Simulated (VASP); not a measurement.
Set up this calculation in VASP 6.6.1, as the native input.

- Task: single point
- Functional: PBEsol
- Potentials or basis: VASP PAW PBE potentials, release 64 (Pb_d)
- Cutoff: 520 eV
- k mesh: 6 × 6 × 4
- Occupations: gaussian, width 0.1 eV
- Spin: no spin polarisation
- Dipole correction: no
- Further INCAR settings: ALGO = Fast; EDIFF = 1e-07; NBANDS = 36

The structure of Pb lies in POSCAR:

```
Pb
1.0
    1.9777903398     -6.2739572711      0.0000000000
    1.9777903398      6.2739572711      0.0000000000
    0.0000000000      0.0000000000      5.2342729234
Pb
4
Direct
    0.0980000000      0.9020000000      0.9100000000
    0.5980000000      0.4020000000      0.5900000000
    0.9020000000      0.0980000000      0.0900000000
    0.4020000000      0.5980000000      0.4100000000
```

One way to write it, as run:

INCAR

```
SYSTEM = Pb
  ALGO = Fast
  EDIFF = 1E-7
  ENCUT = 520
  GGA = PS
  ISIF = 2
  ISMEAR = 0
  LASPH = .True.
  LCHARG = .False.
  LREAL = .False.
  LWAVE = .False.
  NBANDS = 36
  NELM = 60
  PREC = Accurate
  SIGMA = 0.1
```

KPOINTS

```
k-points
0
Gamma
  6 6 4
  0 0 0
```

Potentials or basis: VASP PAW PBE potentials, release 64 (Pb_d).

The run is started by

```bash
$ cat potpaw_PBE.64/Pb_d/POTCAR > POTCAR
$ mpirun -np 1 vasp_std > vasp.out
```

Results of the run:

```yaml
Pressure: 20.4 GPa
Largest_force: 4.318 eV/Å
Band_gap_on_the_k_mesh: zero (band 28 reaches 7.33 eV, above the bottom of band 29 at 5.59 eV)
```

Caveat: the PAW data sets were made with another functional, which shifts forces and pressure a little; spin-orbit coupling is left out, which moves the levels of the heavy elements.

It took 4.4 min on 1 thread of Intel(R) Xeon(R) 6975P-C (Granite Rapids) (shared host), peak memory 0.36 GiB.
